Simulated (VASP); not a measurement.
PbSe, 2 atoms in the cell. It takes space group Fm-3m (No. 225, cubic). The conventional cell has a = 6.350 Å, b = 6.350 Å, c = 6.350 Å, α = 90.00°, β = 90.00°, γ = 90.00°. Within 4.2 Å of Pb (site symmetry m-3m) lie 6 Se at 3.17 Å. Within 4.2 Å of Se (site symmetry m-3m) lie 6 Pb at 3.17 Å.  This cell differs from its parent crystal: volume scaled by 1.070.

```yaml
Program: VASP 6.6.1
Task: single point
Functional: PBE
Potentials_or_basis: VASP PAW PBE potentials, release 64 (Pb_d, Se)
Cutoff: 520 eV
k_mesh: 10 × 10 × 10
Occupations: gaussian, width 0.05 eV
Spin: non-collinear spin, zero start, spin-orbit coupling
Starting_moments: "[[0.0, 0.0, 0.0], [0.0, 0.0, 0.0]] μB"
Dipole_correction: no
Further_INCAR_settings: ALGO = Normal; EDIFF = 1e-07; NBANDS = 32
```

Potentials or basis: VASP PAW PBE potentials, release 64 (Pb_d, Se).

Launch:

```bash
$ cat potpaw_PBE.64/Pb_d/POTCAR potpaw_PBE.64/Se/POTCAR > POTCAR
$ mpirun -np 1 vasp_ncl > vasp.out
```

Hardware: 1 thread of Intel(R) Xeon(R) 6975P-C (Granite Rapids), on a shared host.

Task: Estimate the wall time of this run.

Result: Run time: 2.4 min on 1 thread of Intel(R) Xeon(R) 6975P-C (Granite Rapids) (shared host), peak memory 0.46 GiB. Counts: scf iterations 14, k points 47.
